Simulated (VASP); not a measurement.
A run of VASP 6.6.1:

Contents of INCAR:

```
ALGO     = Normal         # electronic algorithm
EDIFF    = 1E-6           # SCF threshold, eV
ENCUT    = 520            # plane-wave cutoff, eV
GGA      = PS             # functional
ISIF     = 2              # what is computed and relaxed
ISMEAR   = 0              # smearing method
LASPH    = True           # aspherical terms in the spheres
LCHARG   = False          # write CHGCAR
LREAL    = False          # projectors in reciprocal space
LWAVE    = False          # write WAVECAR
NBANDS   = 18             # bands
NELM     = 80             # most SCF steps
PREC     = Accurate       # precision mode
SIGMA    = 0.1            # smearing width, eV
```

Contents of KPOINTS:

```
k-points
0
Gamma
  12 12 12
```

The input POSCAR:

```
BiTe
1.0
    2.3956623338      1.3831362933      3.0123976817
   -2.3956623338      1.3831362933      3.0123976817
    0.0000000000     -2.7662725866      3.0123976817
Bi Te
1 1
Direct
    0.5000000000      0.5000000000      0.5000000000
    0.0000000000      0.0000000000      0.0000000000
```

Potentials or basis: VASP PAW PBE potentials, release 64 (Bi_d, Te).

Run with:

```console
$ cat potpaw_PBE.64/Bi_d/POTCAR potpaw_PBE.64/Te/POTCAR > POTCAR
$ mpirun -np 1 vasp_std > vasp.out
```

Hardware: 1 thread of AMD EPYC 9R45 96-Core Processor (Zen 5), with other jobs on the host.

Question: Estimate the wall time of this run.

Answer: Run time: 78 s on 1 thread of AMD EPYC 9R45 96-Core Processor (Zen 5), on a shared host, peak memory 0.29 GiB. Counts: scf iterations 12, k points 189.
